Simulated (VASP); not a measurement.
# Rb (Fm-3m) in VASP: notebook

The runs below take Rb through single point, with RPBE.

All numbers are computed with VASP 6.6.1; they aren't measurements. Logs are shortened: lines on timing, memory, paths and dates and some standing lists are left out, and cuts for length are marked.

### 1 The cell of the first run

It takes space group Fm-3m (No. 225, cubic). The conventional cell has a = 7.394 Å, b = 7.394 Å, c = 7.394 Å, α = 90.00°, β = 90.00°, γ = 90.00°.

### 2 Single point, RPBE

INCAR reads:

```
  PREC = Accurate
  ENCUT = 520
  EDIFF = 1E-6
  ISMEAR = -1
  SIGMA = 0.1
  LREAL = False
  LASPH = True
  NELM = 60
  ALGO = Normal
  ISIF = 2
  LWAVE = False
  LCHARG = False
  GGA = RP
  NBANDS = 10
```

KPOINTS reads:

```
regular mesh
0
Gamma
  8 8 8
```

POSCAR reads:

```
Rb
1.0
    0.0000000000      3.6969453729      3.6969453729
    3.6969453729      0.0000000000      3.6969453729
    3.6969453729      3.6969453729      0.0000000000
Rb
1
Direct
    0.0000000000      0.0000000000      0.0000000000
```

Potentials or basis: VASP PAW PBE potentials, release 64 (Rb_sv).

Command:

```console
cat potpaw_PBE.64/Rb_sv/POTCAR > POTCAR
mpirun -np 1 vasp_std > vasp.out
```

OUTCAR:

```text
PREC = Accurate
   ENCUT = 520
   EDIFF = 1E-6
   ISMEAR = -1
   LREAL = False
   LASPH = True
   NELM = 60
   ISIF = 2
   GGA = RP

 ion  position               nearest neighbor table
   1  0.000  0.000  0.000-

  LATTYP: Found a face centered cubic cell.
 ALAT       =     7.3938907458

  Lattice vectors:

 A1 = (   0.0000000000,   3.6969453729,   3.6969453729)
 A2 = (   3.6969453729,   0.0000000000,   3.6969453729)
 A3 = (   3.6969453729,   3.6969453729,   0.0000000000)

Analysis of symmetry for initial positions (statically):
=====================================================================
 Subroutine PRICEL returns:
 Original cell was already a primitive cell.

 Routine SETGRP: Setting up the symmetry group for a
 face centered cubic supercell.

 Subroutine GETGRP returns: Found 48 space group operations
 (whereof 48 operations were pure point group operations)
 out of a pool of 48 trial point group operations.

The static configuration has the point symmetry O_h .

Analysis of symmetry for dynamics (positions and initial velocities):
=====================================================================
 Subroutine PRICEL returns:
 Original cell was already a primitive cell.

 Routine SETGRP: Setting up the symmetry group for a
 face centered cubic supercell.

 Subroutine GETGRP returns: Found 48 space group operations
 (whereof 48 operations were pure point group operations)
 out of a pool of 48 trial point group operations.

The dynamic configuration has the point symmetry O_h .

 Subroutine INISYM returns: Found 48 space group operations
 (whereof 48 operations are pure point group operations),
 and found     1 'primitive' translations

----------------------------------------------------------------------------------------

                                     Primitive cell

  volume of cell :     101.0553

  direct lattice vectors                    reciprocal lattice vectors
     0.000000000  3.696945373  3.696945373    -0.135246791  0.135246791  0.135246791
     3.696945373  0.000000000  3.696945373     0.135246791 -0.135246791  0.135246791
     3.696945373  3.696945373  0.000000000     0.135246791  0.135246791 -0.135246791

  length of vectors
     5.228270286  5.228270286  5.228270286     0.234254314  0.234254314  0.234254314

  position of ions in fractional coordinates (direct lattice)
     0.000000000  0.000000000  0.000000000

  ion indices of the primitive-cell ions
   primitive index   ion index
                 1           1

----------------------------------------------------------------------------------------

 KPOINTS: regular mesh

Automatic generation of k-mesh.
 Grid dimensions read from file:
 generate k-points for:    8    8    8

 Generating k-lattice:

  Cartesian coordinates                     Fractional coordinates (reciprocal lattice)
    -0.016905849  0.016905849  0.016905849     0.125000000  0.000000000  0.000000000
     0.016905849 -0.016905849  0.016905849     0.000000000  0.125000000  0.000000000
     0.016905849  0.016905849 -0.016905849     0.000000000  0.000000000  0.125000000

  Length of vectors
     0.029281789  0.029281789  0.029281789

  Shift w.r.t. Gamma in fractional coordinates (k-lattice)
     0.000000000  0.000000000  0.000000000

 Subroutine IBZKPT returns following result:
 ===========================================

 Found     29 irreducible k-points:

 Following reciprocal coordinates:
            Coordinates               Weight
  0.000000  0.000000  0.000000      1.000000
  0.125000  0.000000  0.000000      8.000000
  0.250000  0.000000  0.000000      8.000000
  0.375000  0.000000  0.000000      8.000000
  0.500000  0.000000  0.000000      4.000000
  0.125000  0.125000  0.000000      6.000000
[... 16 lines left out ...]
  0.500000  0.250000  0.125000     48.000000
 -0.375000  0.250000  0.125000     24.000000
 [... further k-points ...]
   k-points           NKPTS =     29   k-points in BZ     NKDIM =     29   number of bands    NBANDS=     10
   number of dos      NEDOS =    301   number of ions     NIONS =      1
   total plane-waves  NPLWV =  64000
   dimension x,y,z NGX =    40 NGY =   40 NGZ =   40
   dimension x,y,z NGXF=    80 NGYF=   80 NGZF=   80
   ions per type =               1
   NGX,Y,Z   is equivalent  to a cutoff of  12.72, 12.72, 12.72 a.u.
   NGXF,Y,Z  is equivalent  to a cutoff of  25.44, 25.44, 25.44 a.u.
 SYSTEM =  unknown system
   PREC   = accura    normal or accurate (medium, high low for compatibility)
   ISTART =      0    job   : 0-new  1-cont  2-samecut
   ICHARG =      2    charge: 1-file 2-atom 10-const
   ISPIN  =      1    spin polarized calculation?
   LNONCOLLINEAR =      F non collinear calculations
   LSORBIT =      F    spin-orbit coupling
   LASPH  =      T    aspherical Exc in radial PAW
   ENCUT  =  520.0 eV  38.22 Ry    6.18 a.u.   9.72  9.72  9.72*2*pi/ulx,y,z
   NELM   =     60;   NELMIN=  2; NELMDL= -5     # of ELM steps
   EDIFF  = 0.1E-05   stopping-criterion for ELM
   LREAL  =      F    real-space projection
   EDIFFG = 0.1E-04   stopping-criterion for IOM
   NSW    =      0    number of steps for IOM
   IBRION =     -1    ionic relax: 0-MD 1-quasi-New 2-CG
   NFREE  =      0    steps in history (QN), initial steepest desc. (CG)
   ISIF   =      2    stress and relaxation
   ISYM   =      2    0-nonsym 1-usesym 2-fastsym
   POTIM  = 0.5000    time-step for ionic-motion
   TEBEG  =    0.0;   TEEND  =   0.0 temperature during run
   PSTRESS=    0.0 pullay stress
   NELECT =       9.0000    total number of electrons
   NUPDOWN=      -1.0000    fix difference up-down
   EMIN   =  10.00;   EMAX   =-10.00  energy-range for DOS
   EFERMI =   0.00;   METHOD = LEGACY
   ISMEAR =    -1;   SIGMA  =   0.10  broadening in eV -4-tet -1-fermi 0-gaus
   EFERMI_NEDOS =   21; number of points for ismear=-14 and -15
   IALGO  =     38    algorithm
   IMIX   =      4    mixing-type and parameters
     AMIX     =   0.40;   BMIX     =  1.00
     AMIX_MAG =   1.60;   BMIX_MAG =  1.00
  volume/ion in A,a.u.               =     101.06       681.95
  Fermi-wavevector in a.u.,A,eV,Ry     =   0.731087  1.381555  7.272162  0.534489
  Thomas-Fermi vector in A             =   1.823218
   LORBIT       =      0    0 simple, 1 ext, 2 COOP (PROOUT), +10 PAW based schemes
   GGA     = RP    functional components
   LHFCALC =     F    Hartree Fock is set to
   AEXX    =    0.0000 exact exchange contribution
   IVDW    =     0    specifies the selected vdW correction
   LEPSILON=     F    determine dielectric tensor
   LRPA    =     F    only Hartree local field effects (RPA)
 non-spin polarized calculation
  energy-cutoff  :      520.00
  volume of cell :      101.06
 maximum number of plane-waves:      2764
   NGX = 19   NGY = 19   NGZ = 19

 number of electron       9.0000000 magnetization

 Free energy of the ion-electron system (eV)
  ---------------------------------------------------
  ext. energy  EPLUGINS =         0.00000000
  ---------------------------------------------------
  free energy    TOTEN  =        -0.84004141 eV

  energy without entropy =       -0.80711500  energy(sigma->0) =       -0.82357821

 E-fermi :  -0.1017     XC(G=0):  -5.0927

 val. band max:       -0.2103761477   @ k =   0.3750   0.3750   0.0000
 cond. band min:      -0.0336770553   @ k =   0.5000   0.3750   0.1250
 fundamental gap:      0.1766990924
 Fermi energy:        -0.1017357488

 k-point     1 :       0.0000    0.0000    0.0000
  band No.  band energies     occupation
      1     -29.0940      2.00000
      2     -13.1556      2.00000
      3     -13.1556      2.00000
      4     -13.1556      2.00000
      5      -1.9112      2.00000
      6       3.4529      0.00000
      7       3.4529      0.00000
      8       3.4529      0.00000
      9       4.7018      0.00000
     10       4.7018      0.00000

 k-point     2 :       0.1250    0.0000    0.0000
  band No.  band energies     occupation
      1     -29.0936      2.00000
      2     -13.1649      2.00000
      3     -13.1569      2.00000
      4     -13.1569      2.00000
      5      -1.7539      2.00000
      6       3.0031      0.00000
      7       3.5109      0.00000
      8       3.5109      0.00000
      9       4.5321      0.00000
     10       4.5321      0.00000

 k-point     3 :       0.2500    0.0000    0.0000
  band No.  band energies     occupation
      1     -29.0929      2.00000
      2     -13.1872      2.00000
      3     -13.1601      2.00000
      4     -13.1601      2.00000
      5      -1.3000      1.99999
      6       2.1640      0.00000
      7       3.5005      0.00000
      8       3.5005      0.00000
      9       4.5292      0.00000
     10       4.5292      0.00000

 k-point     4 :       0.3750    0.0000    0.0000
  band No.  band energies     occupation
      1     -29.0921      2.00000
      2     -13.2093      2.00000
      3     -13.1632      2.00000
      4     -13.1632      2.00000
      5      -0.6053      1.98708
      6       1.2474      0.00000
      7       3.3295      0.00000
      8       3.3295      0.00000
      9       5.0175      0.00000
     10       5.0321      0.00000
[... 222 lines left out ...]
 k-point    22 :       0.3750    0.2500    0.1250
  band No.  band energies     occupation
      1     -29.0923      2.00000
      2     -13.1927      2.00000
      3     -13.1716      2.00000
      4     -13.1640      2.00000
      5      -0.9118      1.99939
      6       2.1025      0.00000
      7       2.6490      0.00000
      8       3.6363      0.00000
      9       3.9469      0.00000
     10       5.1667      0.00000

 k-point    23 :       0.5000    0.2500    0.1250
  band No.  band energies     occupation
      1     -29.0917      2.00000
      2     -13.2046      2.00000
      3     -13.1785      2.00000
      4     -13.1677      2.00000
      5      -0.2386      1.59422
      6       1.4536      0.00000
      7       2.3108      0.00000
      8       3.3944      0.00000
      9       4.3430      0.00000
     10       5.0237      0.00000

 k-point    24 :      -0.3750    0.2500    0.1250
  band No.  band energies     occupation
      1     -29.0914      2.00000
      2     -13.2098      2.00000
      3     -13.1807      2.00000
      4     -13.1697      2.00000
      5       0.5324      0.00352
      6       0.6504      0.00108
      7       2.2788      0.00000
      8       3.2603      0.00000
      9       4.3104      0.00000
     10       5.2838      0.00000

 [... further k-points ...]
[... 5 lines left out ...]
  --------------------------------------------------------------------------------------
  -------------------------------------------------------------------------------------
  Total        0.0079086      0.0079086      0.0079086      0.0000000      0.0000000      0.0000000
  in kB        0.1253866      0.1253866      0.1253866      0.0000000      0.0000000      0.0000000
  external PRESSURE =       0.1253866 kB  Pullay stress =       0.0000000 kB

 VOLUME and BASIS-vectors are now :
 -----------------------------------------------------------------------------
  energy-cutoff  :      520.00
  volume of cell :      101.06
      direct lattice vectors                 reciprocal lattice vectors
     0.000000000  3.696945373  3.696945373    -0.135246791  0.135246791  0.135246791
     3.696945373  0.000000000  3.696945373     0.135246791 -0.135246791  0.135246791
     3.696945373  3.696945373  0.000000000     0.135246791  0.135246791 -0.135246791

 POSITION                                       TOTAL-FORCE (eV/Angst)
 -----------------------------------------------------------------------------------
      0.00000      0.00000      0.00000        -0.000000     -0.000000     -0.000000
 -----------------------------------------------------------------------------------
    total drift:                               -0.000000     -0.000000     -0.000000

  FREE ENERGIE OF THE ION-ELECTRON SYSTEM (eV)
  ---------------------------------------------------
  free  energy   TOTEN  =        -0.8400414110 eV

  energy  without entropy=       -0.8071149991  energy(sigma->0) =       -0.82357821
```

Wall time 18 s (1 thread of Intel Xeon Platinum 8259CL at 2.50GHz (Skylake/Cascade Lake), shared host); peak memory 0.23 GiB.

Results:

```
Free energy : -0.8400 eV
Pressure    : 0.0 GPa
```

Caveat: the PAW data sets were made with another functional, which shifts forces and pressure a little.

### 3 Single point, RPBE (volume scaled by 1.04)

INCAR reads:

```
PREC = Accurate ; ENCUT = 520
EDIFF = 1E-6 ; ISMEAR = -1
SIGMA = 0.1 ; LREAL = False
LASPH = True ; NELM = 100
ALGO = Normal ; ISIF = 2
LWAVE = False ; LCHARG = True
GGA = RP ; LELF = True
LVHAR = True ; NBANDS = 10
```

KPOINTS reads:

```
Automatic mesh
0
Gamma
  8 8 8
```

POSCAR reads:

```
Rb
1.0
    0.0000000000      3.7455949699      3.7455949699
    3.7455949699      0.0000000000      3.7455949699
    3.7455949699      3.7455949699      0.0000000000
Rb
1
Direct
    0.0000000000      0.0000000000      0.0000000000
```

Potentials or basis: VASP PAW PBE potentials, release 64 (Rb_sv).

Command:

```console
cat potpaw_PBE.64/Rb_sv/POTCAR > POTCAR
mpirun -np 1 vasp_std > vasp.out
```

Run time: 20 s. Hardware: 1 thread of Intel Xeon Platinum 8259CL at 2.50GHz (Skylake/Cascade Lake), shared host; peak memory 0.23 GiB.

It converged, with:

```
Free energy : -0.8391 eV
Pressure    : -0.1 GPa
```

Levels at points of the mesh, in eV from the Fermi level:
| k point | band 2 | band 3 | band 4 | band 5 | band 6 | band 7 | band 8 | band 9 |
| --- | --- | --- | --- | --- | --- | --- | --- | --- |
| (0.00, 0.00, 0.00) | -13.08 | -13.08 | -13.08 | -1.76 | 3.52 | 3.52 | 3.52 | 4.73 |
| (0.50, 0.00, 0.00) | -13.13 | -13.09 | -13.09 | 0.19 | 0.57 | 3.32 | 3.32 | 5.13 |
| (0.50, 0.50, 0.00) | -13.13 | -13.10 | -13.10 | 0.69 | 1.24 | 1.88 | 4.07 | 4.07 |

Caveat: the PAW data sets were made with another functional, which shifts forces and pressure a little.

### 4 Single point, RPBE (volume scaled by 1.08)

INCAR reads:

```
SYSTEM = Rb
  PREC = Accurate
  ENCUT = 520
  EDIFF = 1E-6
  ISMEAR = -1
  SIGMA = 0.1
  LREAL = .FALSE.
  LASPH = .TRUE.
  NELM = 80
  ALGO = Normal
  ISIF = 2
  LWAVE = .FALSE.
  LCHARG = .FALSE.
  GGA = RP
  NBANDS = 10
```

KPOINTS reads:

```
regular mesh
0
G
  8 8 8
  0 0 0
```

POSCAR reads:

```
Rb
1.0
    0.0000000000      3.7930125983      3.7930125983
    3.7930125983      0.0000000000      3.7930125983
    3.7930125983      3.7930125983      0.0000000000
Rb
1
Direct
    0.0000000000      0.0000000000      0.0000000000
```

Command:

```console
cat potpaw_PBE.64/Rb_sv/POTCAR > POTCAR
mpirun -np 1 vasp_std > vasp.out
```

It took 20 s on 1 thread of Intel Xeon Platinum 8259CL at 2.50GHz (Skylake/Cascade Lake), shared host; peak memory 0.23 GiB.

Results (log left out):

* Free energy: -0.8363 eV
* Pressure: -0.1 GPa

Levels at points of the mesh, in eV from the Fermi level:
```
           k point  band 1  band 2  band 3  band 4  band 5  band 6  band 7  band 8  band 9  band 10
(0.00, 0.00, 0.00)  -29.04  -13.11  -13.11  -13.11   -1.72    3.48    3.48    3.48    4.66     4.66
(0.50, 0.00, 0.00)  -29.04  -13.15  -13.11  -13.11    0.19    0.55    3.28    3.28    5.00     5.21
(0.50, 0.50, 0.00)  -29.04  -13.15  -13.13  -13.13    0.70    1.20    1.88    3.96    3.96     4.23
```

Caveat: the PAW data sets were made with another functional, which shifts forces and pressure a little.

### 5 Single point, RPBE (volume scaled by 1.12)

INCAR reads:

```
SYSTEM = Rb
PREC     = Accurate       ! precision mode
ENCUT    = 520            ! plane-wave cutoff, eV
EDIFF    = 1E-7           ! SCF threshold, eV
ISMEAR   = -1             ! smearing method
SIGMA    = 0.1            ! smearing width, eV
LREAL    = .False.        ! projectors in reciprocal space
LASPH    = .True.         ! aspherical terms in the spheres
NELM     = 60             ! most SCF steps
ALGO     = Normal         ! electronic algorithm
ISIF     = 2              ! what is computed and relaxed
LWAVE    = .False.        ! write WAVECAR
LCHARG   = .False.        ! write CHGCAR
GGA      = RP             ! functional
NBANDS   = 10             ! bands
```

KPOINTS reads:

```
Automatic mesh
0
Gamma
  8 8 8
  0 0 0
```

POSCAR reads:

```
Rb
1.0
    0.0000000000      3.8392734087      3.8392734087
    3.8392734087      0.0000000000      3.8392734087
    3.8392734087      3.8392734087      0.0000000000
Rb
1
Direct
    0.0000000000      0.0000000000      0.0000000000
```

Command:

```console
cat potpaw_PBE.64/Rb_sv/POTCAR > POTCAR
mpirun -np 1 vasp_std > vasp.out
```

It took 22 s on 1 thread of Intel Xeon Platinum 8259CL at 2.50GHz (Skylake/Cascade Lake), shared host; peak memory 0.23 GiB.

It converged, with:

| Item | Value |
| --- | --- |
| Free energy | -0.8318 eV |
| Pressure | -0.2 GPa |

Levels at points of the mesh, in eV from the Fermi level:
```csv
k point,band 1,band 2,band 3,band 4,band 5,band 6,band 7,band 8,band 9,band 10
"(0.00, 0.00, 0.00)",-29.07,-13.13,-13.13,-13.13,-1.67,3.44,3.44,3.44,4.60,4.60
"(0.50, 0.00, 0.00)",-29.07,-13.18,-13.14,-13.14,0.19,0.54,3.25,3.25,4.88,5.13
"(0.50, 0.50, 0.00)",-29.07,-13.17,-13.15,-13.15,0.71,1.17,1.88,3.86,3.86,4.09
```

Caveat: the PAW data sets were made with another functional, which shifts forces and pressure a little.

### 6 Overview

```csv
cell,gap on the mesh (eV),pressure (GPa)
"a = 5.228 Å, angles 60.0°, 1 atom",none,0.0
"a = 5.297 Å, angles 60.0°, 1 atom",none,-0.1
"a = 5.364 Å, angles 60.0°, 1 atom",none,-0.1
"a = 5.430 Å, angles 60.0°, 1 atom",none,-0.2
```

Alike in all rows: task single point; level RPBE; potentials or basis VASP PAW PBE potentials, release 64 (Rb_sv); no spin polarisation; k mesh 8 × 8 × 8; cutoff (eV) 520; smearing fermi-dirac 0.1 eV.

Caveats: the PAW data sets were made with another functional, which shifts forces and pressure a little.

Absolute energies hang on the potentials; compare differences alone.
